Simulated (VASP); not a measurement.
A run of VASP 6.6.1 is set up as follows.

File INCAR:

```
SYSTEM = Ta
PREC     = Accurate       ! precision mode
ENCUT    = 500            ! plane-wave cutoff, eV
EDIFF    = 1E-7           ! SCF threshold, eV
ISMEAR   = -1             ! smearing method
SIGMA    = 0.05           ! smearing width, eV
LREAL    = .FALSE.        ! projectors in reciprocal space
LASPH    = .TRUE.         ! aspherical terms in the spheres
NELM     = 120            ! most SCF steps
ALGO     = Normal         ! electronic algorithm
ISIF     = 3              ! what is computed and relaxed
LWAVE    = .FALSE.        ! write WAVECAR
LCHARG   = .FALSE.        ! write CHGCAR
GGA      = CA             ! functional
IBRION   = 2              ! ionic algorithm
NSW      = 80             ! ionic steps
EDIFFG   = -0.03          ! ionic threshold
GGA_COMPAT= .FALSE.      
NELMIN   = 4
```

The input KPOINTS:

```
Automatic mesh
0
G
  7 7 4
  0 0 0
```

The input POSCAR:

```
Ta
1.0
    2.9400000000      0.0000000000      0.0000000000
   -1.4700000000      2.5461146871      0.0000000000
    0.0000000000      0.0000000000      4.8010200000
Ta
2
Direct
    0.3333333333      0.6666666667      0.2500000000
    0.6666666667      0.3333333333      0.7500000000
```

Potentials or basis: VASP PAW LDA potentials, release 64 (Ta_pv).

Launch:

```console
$ cat potpaw_LDA.64/Ta_pv/POTCAR > POTCAR
$ mpirun -np 1 vasp_std > vasp.out
```

Q: Predict the band gap on the k mesh.

A: Zero (band 11 reaches 7.45 eV, above the bottom of band 12 at 5.26 eV).

Q: Predict the relaxed cell.

A: a = 2.851 Å, b = 2.851 Å, c = 5.055 Å, α = 90.00°, β = 90.00°, γ = 120.00°.

Q: What does it give for the relaxed volume?

A: 17.79 Å³/atom.

Final structure:
```
Ta
1.0
     2.85092    0.00000    0.00000
    -1.42546    2.46897    0.00000
     0.00000    0.00000    5.05501
Ta
2
Direct
  0.33333 0.66667 0.25000
  0.66667 0.33333 0.75000
```

Caveat: spin-orbit coupling is left out, which moves the levels of the heavy elements.
